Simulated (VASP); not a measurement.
# LiCl (P6_3/mmc) in VASP: further runs, part 2 of 2

VASP 6.6.1. Earlier steps stand in the parts before.

## 5. Relaxation of cell and atoms, PBE

This run uses another cell than the first one, of 16.37 Å³/atom, 1.090 times its volume.

Input file INCAR:

```
ALGO = Normal
EDIFF = 1E-6
EDIFFG = -0.01
ENCUT = 600
GGA = PE
IBRION = 2
ISIF = 3
ISMEAR = 0
LASPH = True
LCHARG = False
LREAL = False
LWAVE = False
NELM = 100
NSW = 100
PREC = Accurate
SIGMA = 0.02
```

Input file KPOINTS:

```
k-points
0
Gamma
  6 6 2
```

Input file POSCAR:

```
LiCl
1.0
    3.5803036200      0.0000000000      0.0000000000
   -1.7901518100      3.1006338900      0.0000000000
    0.0000000000      0.0000000000     11.7977422100
Li Cl
4 4
Direct
    0.3333333300      0.6666666700      0.8750000000
    0.6666666700      0.3333333300      0.1250000000
    0.6666666700      0.3333333300      0.3750000000
    0.3333333300      0.6666666700      0.6250000000
    0.6666666700      0.3333333300      0.7500000000
    0.0000000000      0.0000000000      0.0000000000
    0.3333333300      0.6666666700      0.2500000000
    0.0000000000      0.0000000000      0.5000000000
```

On the command line:

```
$ cat potpaw_PBE.64/Li_sv/POTCAR potpaw_PBE.64/Cl/POTCAR > POTCAR
$ mpirun -np 1 vasp_std > vasp.out
```

Run time: 4.5 min. Hardware: 1 thread of Intel Xeon Platinum 8488C (Sapphire Rapids), shared host; peak memory 0.29 GiB.

Results (log left out):

- Free energy: -29.4797 eV
- Relaxed volume: 17.00 Å³/atom
- Relaxed cell: a = 3.615 Å, b = 3.615 Å, c = 12.021 Å, α = 90.00°, β = 90.00°, γ = 120.00°
- Space group after relaxing (to 0.05 Å): P6_3/mmc (No. 194)
- Energy gained by relaxing: 3.2 meV/atom
- Ionic steps: 6
- Pressure after relaxing: 0.0 GPa
- Band gap on the k mesh: 6.25 eV, direct

Stress tensor (GPa, compression positive):
```
 0.05  0.00  0.00
 0.00  0.05  0.00
 0.00  0.00 -0.05
```

Step by step:
```tsv
step	energy change (eV)	largest force (eV/Å)	pressure (GPa)	volume (Å³)
1	0.0000	0.0974	1.32	130.97
2	-0.0178	0.0731	0.62	133.55
3	-0.0242	0.0495	-0.03	136.20
4	-0.0243	0.0482	-0.06	136.35
5	-0.0249	0.0348	-0.04	136.26
6	-0.0254	0.0013	0.02	136.02
```

Final structure:
```
CELL_PARAMETERS angstrom
3.61467 0.00000 0.00000
-1.80734 3.13040 0.00000
0.00000 0.00000 12.02104
ATOMIC_POSITIONS crystal
Li 0.33333 0.66667 0.87666
Li 0.66667 0.33333 0.12334
Li 0.66667 0.33333 0.37666
Li 0.33333 0.66667 0.62334
Cl 0.66667 0.33333 0.75000
Cl 0.00000 0.00000 0.00000
Cl 0.33333 0.66667 0.25000
Cl 0.00000 0.00000 0.50000
```

Levels at points of the mesh, in eV from the valence-band top:
| k point | band 16 | band 17 | band 18 | band 19 | band 20 | band 21 | band 22 | band 23 | band 24 | band 25 |
| --- | --- | --- | --- | --- | --- | --- | --- | --- | --- | --- |
| (0.00, 0.00, 0.00) | -0.12 | -0.06 | -0.06 | 0.00 | 0.00 | 6.25 | 6.73 | 7.13 | 7.14 | 9.81 |
| (0.50, 0.00, 0.00) | -0.89 | -0.80 | -0.64 | -0.46 | -0.29 | 6.79 | 7.44 | 8.15 | 8.17 | 8.72 |
| (0.00, 0.00, 0.50) | -0.25 | -0.03 | -0.03 | -0.03 | -0.03 | 6.70 | 6.70 | 6.90 | 6.90 | 9.99 |
| (0.50, 0.00, 0.50) | -1.00 | -0.71 | -0.71 | -0.42 | -0.42 | 7.23 | 7.23 | 8.13 | 8.13 | 8.53 |

Caveat: the cutoff is under 1.25 times the usual one of these potentials, so pressure, stress and relaxed cells hold a basis-set (Pulay) error. A k mesh can miss the band edges.

## 6. Relaxation of shape and atoms at fixed volume, PBE (volume scaled by 0.97)

Edit INCAR of step 5 so:

```diff
@@ -6,3 +6,3 @@
 IBRION = 2
-ISIF = 3
+ISIF = 4
 ISMEAR = 0
@@ -13,3 +13,3 @@
 NELM = 100
-NSW = 100
+NSW = 50
 PREC = Accurate
```

KPOINTS is that of step 5.

Input file POSCAR:

```
LiCl
1.0
    3.5846879696      0.0000000000      0.0000000000
   -1.7923439848      3.1044308463      0.0000000000
    0.0000000000      0.0000000000     11.8992515062
Li Cl
4 4
Direct
    0.3333333333      0.6666666667      0.8767234304
    0.6666666667      0.3333333333      0.1232765696
    0.6666666667      0.3333333333      0.3767234304
    0.3333333333      0.6666666667      0.6232765696
    0.6666666667      0.3333333333      0.7500000000
    0.0000000000      0.0000000000      0.0000000000
    0.3333333333      0.6666666667      0.2500000000
    0.0000000000      0.0000000000      0.5000000000
```

Potentials or basis: VASP PAW PBE potentials, release 64 (Li_sv, Cl).

On the command line:

```
$ cat potpaw_PBE.64/Li_sv/POTCAR potpaw_PBE.64/Cl/POTCAR > POTCAR
$ mpirun -np 1 vasp_std > vasp.out
```

OUTCAR:

```text
EDIFF = 1E-6
   EDIFFG = -0.01
   ENCUT = 600
   GGA = PE
   IBRION = 2
   ISIF = 4
   ISMEAR = 0
   LASPH = True
   LREAL = False
   NELM = 100
   NSW = 50
   PREC = Accurate

 ion  position               nearest neighbor table
   1  0.333  0.667  0.877-   6 2.54   6 2.54   6 2.54   5 2.56   5 2.56   5 2.56
   2  0.667  0.333  0.123-   6 2.54   6 2.54   6 2.54   7 2.56   7 2.56   7 2.56
   3  0.667  0.333  0.377-   8 2.54   8 2.54   8 2.54   7 2.56   7 2.56   7 2.56
   4  0.333  0.667  0.623-   8 2.54   8 2.54   8 2.54   5 2.56   5 2.56   5 2.56
   5  0.667  0.333  0.750-   1 2.56   4 2.56   1 2.56   4 2.56   1 2.56   4 2.56
   6  0.000  0.000  0.000-   1 2.54   2 2.54   1 2.54   2 2.54   2 2.54   1 2.54
   7  0.333  0.667  0.250-   2 2.56   3 2.56   2 2.56   3 2.56   2 2.56   3 2.56
   8  0.000  0.000  0.500-   3 2.54   4 2.54   4 2.54   3 2.54   3 2.54   4 2.54

  LATTYP: Found a hexagonal cell.
 ALAT       =     3.5846879696
 C/A-ratio  =     3.3194664660

  Lattice vectors:

 A1 = (   3.5846879696,   0.0000000000,   0.0000000000)
 A2 = (  -1.7923439848,   3.1044308463,   0.0000000000)
 A3 = (   0.0000000000,   0.0000000000,  11.8992515062)

Analysis of symmetry for initial positions (statically):
=====================================================================
 Subroutine PRICEL returns:
 Original cell was already a primitive cell.

 Routine SETGRP: Setting up the symmetry group for a
 hexagonal supercell.

 Subroutine GETGRP returns: Found 24 space group operations
 (whereof 12 operations were pure point group operations)
 out of a pool of 24 trial point group operations.

The static configuration has the point symmetry D_3d.
 The point group associated with its full space group is D_6h.

Analysis of symmetry for dynamics (positions and initial velocities):
=====================================================================
 Subroutine PRICEL returns:
 Original cell was already a primitive cell.

 Routine SETGRP: Setting up the symmetry group for a
 hexagonal supercell.

 Subroutine GETGRP returns: Found 24 space group operations
 (whereof 12 operations were pure point group operations)
 out of a pool of 24 trial point group operations.

The dynamic configuration has the point symmetry D_3d.
 The point group associated with its full space group is D_6h.

 Subroutine INISYM returns: Found 24 space group operations
 (whereof 12 operations are pure point group operations),
 and found     1 'primitive' translations

----------------------------------------------------------------------------------------

                                     Primitive cell

  volume of cell :     132.4198

  direct lattice vectors                    reciprocal lattice vectors
     3.584687970  0.000000000  0.000000000     0.278964308  0.161060119  0.000000000
    -1.792343985  3.104430846  0.000000000     0.000000000  0.322120237  0.000000000
     0.000000000  0.000000000 11.899251506     0.000000000  0.000000000  0.084038899

  length of vectors
     3.584687970  3.584687970 11.899251506     0.322120237  0.322120237  0.084038899

  position of ions in fractional coordinates (direct lattice)
     0.333333333  0.666666667  0.876723430
     0.666666667  0.333333333  0.123276570
[... 57 lines left out ...]
  0.166667  0.166667  0.500000      6.000000
  0.333333  0.166667  0.500000     12.000000
  0.333333  0.333333  0.500000      2.000000
   k-points           NKPTS =     14   k-points in BZ     NKDIM =     14   number of bands    NBANDS=     25
   number of dos      NEDOS =    301   number of ions     NIONS =      8
   total plane-waves  NPLWV =  86400
   dimension x,y,z NGX =    30 NGY =   30 NGZ =   96
   dimension x,y,z NGXF=    60 NGYF=   60 NGZF=  192
   ions per type =               4   4
   NGX,Y,Z   is equivalent  to a cutoff of  13.91, 13.91, 13.41 a.u.
   NGXF,Y,Z  is equivalent  to a cutoff of  27.83, 27.83, 26.82 a.u.
 SYSTEM =  unknown system
   PREC   = accura    normal or accurate (medium, high low for compatibility)
   ISTART =      0    job   : 0-new  1-cont  2-samecut
   ICHARG =      2    charge: 1-file 2-atom 10-const
   ISPIN  =      1    spin polarized calculation?
   LNONCOLLINEAR =      F non collinear calculations
   LSORBIT =      F    spin-orbit coupling
   LASPH  =      T    aspherical Exc in radial PAW
   ENCUT  =  600.0 eV  44.10 Ry    6.64 a.u.   7.16  7.16 23.77*2*pi/ulx,y,z
   NELM   =    100;   NELMIN=  2; NELMDL= -5     # of ELM steps
   EDIFF  = 0.1E-05   stopping-criterion for ELM
   LREAL  =      F    real-space projection
   EDIFFG = -.1E-01   stopping-criterion for IOM
   NSW    =     50    number of steps for IOM
   IBRION =      2    ionic relax: 0-MD 1-quasi-New 2-CG
   NFREE  =      1    steps in history (QN), initial steepest desc. (CG)
   ISIF   =      4    stress and relaxation
   ISYM   =      2    0-nonsym 1-usesym 2-fastsym
   POTIM  = 0.5000    time-step for ionic-motion
   TEBEG  =    0.0;   TEEND  =   0.0 temperature during run
   PSTRESS=    0.0 pullay stress
   NELECT =      40.0000    total number of electrons
   NUPDOWN=      -1.0000    fix difference up-down
   EMIN   =  10.00;   EMAX   =-10.00  energy-range for DOS
   EFERMI =   0.00;   METHOD = LEGACY
   ISMEAR =     0;   SIGMA  =   0.02  broadening in eV -4-tet -1-fermi 0-gaus
   EFERMI_NEDOS =   21; number of points for ismear=-14 and -15
   IALGO  =     38    algorithm
   IMIX   =      4    mixing-type and parameters
     AMIX     =   0.40;   BMIX     =  1.00
     AMIX_MAG =   1.60;   BMIX_MAG =  1.00
  volume/ion in A,a.u.               =      16.55       111.70
  Fermi-wavevector in a.u.,A,eV,Ry     =   1.098442  2.075755 16.416450  1.206575
  Thomas-Fermi vector in A             =   2.234820
   LORBIT       =      0    0 simple, 1 ext, 2 COOP (PROOUT), +10 PAW based schemes
   GGA     = PE    functional components
   LHFCALC =     F    Hartree Fock is set to
   AEXX    =    0.0000 exact exchange contribution
   IVDW    =     0    specifies the selected vdW correction
   LEPSILON=     F    determine dielectric tensor
   LRPA    =     F    only Hartree local field effects (RPA)
 conjugate gradient relaxation of ions
 non-spin polarized calculation
 Gauss-broadening in eV      SIGMA  =   0.02
  energy-cutoff  :      600.00
  volume of cell :      132.42
 maximum number of plane-waves:      4449
 NGX is ok and might be reduce to    30
   NGX = 15   NGY = 15   NGZ = 47

 number of electron      39.9999977 magnetization

 Free energy of the ion-electron system (eV)
  ---------------------------------------------------
  ext. energy  EPLUGINS =         0.00000000
  ---------------------------------------------------
  free energy    TOTEN  =       -29.47021587 eV

  energy without entropy =      -29.47021587  energy(sigma->0) =      -29.47021587

 E-fermi :   0.9543     XC(G=0):  -8.8113

 val. band max:        0.7679670355   @ k =   0.0000   0.0000   0.0000
 cond. band min:       7.1715107851   @ k =   0.0000   0.0000   0.0000
 fundamental gap:      6.4035437496
 Fermi energy:         0.9542503078

 k-point     1 :       0.0000    0.0000    0.0000
  band No.  band energies     occupation
      1     -42.7807      2.00000
      2     -42.7791      2.00000
      3     -42.7768      2.00000
      4     -42.7752      2.00000
      5     -12.7544      2.00000
      6     -12.5495      2.00000
[... 381 lines left out ...]
     24       9.1882      0.00000
     25      10.7996      0.00000

------------------------ aborting loop because EDIFF is reached ----------------------------------------

  FORCE on cell =-STRESS in cart. coord.  units (eV):
  Direction    XX          YY          ZZ          XY          YZ          ZX
  --------------------------------------------------------------------------------------
  -------------------------------------------------------------------------------------
  Total        0.7719239      0.7719239      0.7540749      0.0000000     -0.0000000      0.0000000
  in kB        9.3396821      9.3396821      9.1237229      0.0000000     -0.0000000      0.0000000
  external PRESSURE =       9.2676957 kB  Pullay stress =       0.0000000 kB

 VOLUME and BASIS-vectors are now :
 -----------------------------------------------------------------------------
  energy-cutoff  :      600.00
  volume of cell :      132.42
      direct lattice vectors                 reciprocal lattice vectors
     3.584687970  0.000000000  0.000000000     0.278964308  0.161060119  0.000000000
    -1.792343985  3.104430846  0.000000000     0.000000000  0.322120237  0.000000000
     0.000000000  0.000000000 11.899251506     0.000000000  0.000000000  0.084038899

 POSITION                                       TOTAL-FORCE (eV/Angst)
 -----------------------------------------------------------------------------------
     -0.00000      2.06962     10.43235        -0.000000     -0.000000     -0.002636
      1.79234      1.03481      1.46690         0.000000      0.000000      0.002636
      1.79234      1.03481      4.48273         0.000000      0.000000     -0.002636
     -0.00000      2.06962      7.41652        -0.000000     -0.000000      0.002636
      1.79234      1.03481      8.92444        -0.000000     -0.000000     -0.000000
      0.00000      0.00000      0.00000         0.000000      0.000000     -0.000000
     -0.00000      2.06962      2.97481        -0.000000      0.000000     -0.000000
      0.00000      0.00000      5.94963         0.000000      0.000000     -0.000000
 -----------------------------------------------------------------------------------
    total drift:                               -0.000000      0.000000     -0.000000

  FREE ENERGIE OF THE ION-ELECTRON SYSTEM (eV)
  ---------------------------------------------------
  free  energy   TOTEN  =       -29.4702158687 eV

  energy  without entropy=      -29.4702158687  energy(sigma->0) =      -29.47021587

 reached required accuracy - stopping structural energy minimisation
```

Run time: 68 s. Hardware: 1 thread of Intel Xeon Platinum 8488C (Sapphire Rapids), shared host; peak memory 0.28 GiB.

Results:

* Free energy: -29.4702 eV
* Pressure after relaxing: 0.9 GPa
* Band gap on the k mesh: 6.40 eV, direct

Forces on the atoms (eV/Å):
```
Li   0.000  0.000 -0.003
Li   0.000  0.000  0.003
Li   0.000  0.000 -0.003
Li   0.000  0.000  0.003
Cl   0.000  0.000  0.000
Cl   0.000  0.000  0.000
Cl   0.000  0.000  0.000
Cl   0.000  0.000  0.000
```

Final structure:
```xyz
8
Lattice="3.5847 0.0000 0.0000 -1.7923 3.1044 0.0000 0.0000 0.0000 11.8993" Properties=species:S:1:pos:R:3 pbc="T T T"
Li    0.0000    2.0696   10.4324
Li    1.7923    1.0348    1.4669
Li    1.7923    1.0348    4.4827
Li    0.0000    2.0696    7.4165
Cl    1.7923    1.0348    8.9244
Cl    0.0000    0.0000    0.0000
Cl    0.0000    2.0696    2.9748
Cl    0.0000    0.0000    5.9496
```

Levels at points of the mesh, in eV from the valence-band top:
```
           k point  band 16  band 17  band 18  band 19  band 20  band 21  band 22  band 23  band 24  band 25
(0.00, 0.00, 0.00)    -0.11    -0.07    -0.07     0.00     0.00     6.40     6.76     7.24     7.24     9.82
(0.50, 0.00, 0.00)    -0.92    -0.84    -0.67    -0.48    -0.30     6.82     7.50     8.15     8.21     8.71
(0.00, 0.00, 0.50)    -0.26    -0.03    -0.03    -0.03    -0.03     6.86     6.86     6.94     6.94    10.01
(0.50, 0.00, 0.50)    -1.04    -0.74    -0.74    -0.44    -0.44     7.28     7.28     8.17     8.17     8.54
```

Caveat: the cell differs from its parent crystal (volume scaled by 0.97); the cutoff is under 1.25 times the usual one of these potentials, so pressure, stress and relaxed cells hold a basis-set (Pulay) error; the relaxation stopped at its first step, so nothing moved.

## 7. Summary

| task | cell | gap on the mesh (eV) | pressure (GPa) | largest force (eV/Å) |
| --- | --- | --- | --- | --- |
| relaxation of shape and atoms at fixed volume | relaxed from a = 3.470, b = 3.470, c = 11.519 Å, angles 90.0, 90.0, 120.0°, 8 atoms | 6.87 | 5.2 | 0.01 |
| relaxation of shape and atoms at fixed volume | relaxed from a = 3.509, b = 3.509, c = 11.649 Å, angles 90.0, 90.0, 120.0°, 8 atoms | 6.79 | 3.5 | 0.01 |
| relaxation of shape and atoms at fixed volume | relaxed from a = 3.547, b = 3.547, c = 11.775 Å, angles 90.0, 90.0, 120.0°, 8 atoms | 6.59 | 2.1 | 0.01 |
| relaxation of cell and atoms | relaxed from a = 3.580, b = 3.580, c = 11.798 Å, angles 90.0, 90.0, 120.0°, 8 atoms | 6.25 | 0.0 | - |
| relaxation of shape and atoms at fixed volume | relaxed from a = 3.585, b = 3.585, c = 11.899 Å, angles 90.0, 90.0, 120.0°, 8 atoms | 6.40 | 0.9 | - |

Alike in all rows: level PBE; potentials or basis VASP PAW PBE potentials, release 64 (Li_sv, Cl); no spin polarisation; k mesh 6 × 6 × 2; cutoff (eV) 600; smearing gaussian 0.02 eV.

Caveats: the cutoff is under 1.25 times the usual one of these potentials, so pressure, stress and relaxed cells hold a basis-set (Pulay) error; the relaxation stopped at its first step, so nothing moved (some runs).

Total energies depend on the potentials used, so only differences within one code and one set of settings carry meaning.
